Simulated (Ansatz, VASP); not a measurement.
Bi in VASP and in Ansatz

The input POSCAR:

```
Bi
1.0
   -1.9814305318      1.9814305318      1.9814305318
    1.9814305318     -1.9814305318      1.9814305318
    1.9814305318      1.9814305318     -1.9814305318
Bi
1
Direct
    0.0000000000      0.0000000000      0.0000000000
```

Contents of INCAR.step1:

```
  PREC = Accurate
  ENCUT = 520
  EDIFF = 1E-5
  ISMEAR = -1
  SIGMA = 0.05
  LREAL = False
  LASPH = True
  NELM = 80
  ALGO = Normal
  ISIF = 2
  LWAVE = True
  LCHARG = False
  NBANDS = 14
  GGA = PE
```

The input INCAR.step2:

```
  PREC = Accurate
  ENCUT = 520
  EDIFF = 1E-7
  ISMEAR = -1
  SIGMA = 0.05
  LREAL = False
  LASPH = True
  NELM = 80
  ALGO = Normal
  ISIF = 2
  LWAVE = False
  LCHARG = False
  GGA = PE
  LHFCALC = True
  AEXX = 0.25
  PRECFOCK = Normal
  NBANDS = 14
  ISTART = 1
```

File KPOINTS:

```
Automatic mesh
0
Gamma
  5 5 5
```

File input.yaml:

```yaml
crystal:
  lattice:
    - [-1.9814305318, 1.9814305318, 1.9814305318]
    - [1.9814305318, -1.9814305318, 1.9814305318]
    - [1.9814305318, 1.9814305318, -1.9814305318]
  atoms:
    - { symbol: Bi, position: [0.0, 0.0, 0.0] }
hamiltonian:
  xc: pbe0
  pseudopotentials: { kind: paw }
kpoints:
  mp_grid: { grid: [5, 5, 5] }
scf:
  occupations: { method: fermi_dirac, width: 0.05 }
  n_extra_bands: 6
output:
  forces: true
  stress: true
  eigenvalues: true
  dos: { projected: true, de: 0.05 }
```

Alike in both runs: functional PBE0; k mesh 5 × 5 × 5; occupations fermi-dirac, width 0.05 eV; no spin polarisation.

```csv
,VASP,Ansatz
version,VASP 6.6.1,Ansatz 0.2.0
potentials or method,"VASP PAW PBE potentials, release 64 (Bi_d)",Ansatz PAW
plane-wave cutoff (eV),520,420
valence electrons in the cell,15,15
task,single point,projected density of states
```

Ansatz gave:

```
gap on the k mesh at the Fermi level (eV) : none
pressure (GPa)                            : -0.8
```

Which values does VASP return?

gap on the k mesh at the Fermi level (eV): none; pressure (GPa): -0.9.

A gap of «none» marks a metal or a gap that the smearing closes.

The k mesh is coarse, so the values compare programs but aren't converged. Neither program's run includes spin-orbit coupling.
